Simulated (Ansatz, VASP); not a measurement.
## N: VASP beside Ansatz

```
N
1.0
     7.67669    0.00000    0.00000
     0.00000    7.67669    0.00000
     0.00000    0.00000    7.67669
N
12
Direct
  0.82347 0.78662 0.62375
  0.88795 0.72011 0.73342
  0.26463 0.52450 0.59425
  0.37671 0.58752 0.65812
  0.56191 0.89990 0.19625
  0.61710 0.97019 0.08389
  0.72303 0.24131 0.68973
  0.65209 0.22126 0.56654
  0.10275 0.84875 0.26655
  0.09625 0.90549 0.13483
  0.87032 0.42086 0.14283
  0.73998 0.47055 0.10887
```

Alike in both runs: functional PBE; k mesh 1 × 1 × 1; occupations fermi-dirac, width 0.05 eV; no spin polarisation.

Ansatz relaxed the structure, and its values are those at the end. VASP's run is a single point on that final structure, the one shown.

|  | VASP | Ansatz |
| --- | --- | --- |
| version | VASP 6.6.1 | Ansatz 0.2.0 |
| potentials or method | VASP PAW PBE potentials, release 64 (N), cutoff 520 eV | scalar-relativistic, plane waves, PAW |
| valence electrons in the cell | 60 | 60 |

|  | VASP | Ansatz | Ansatz less VASP |
| --- | --- | --- | --- |
| rms of the force components (eV/Å) | 1.004 | 0.004 | -0.9997 |

One of these differences is far larger than is usual between the two programs; its cause wasn't traced.

Noted on VASP's run: the standard files for N, O and F lose accuracy on very short bonds.
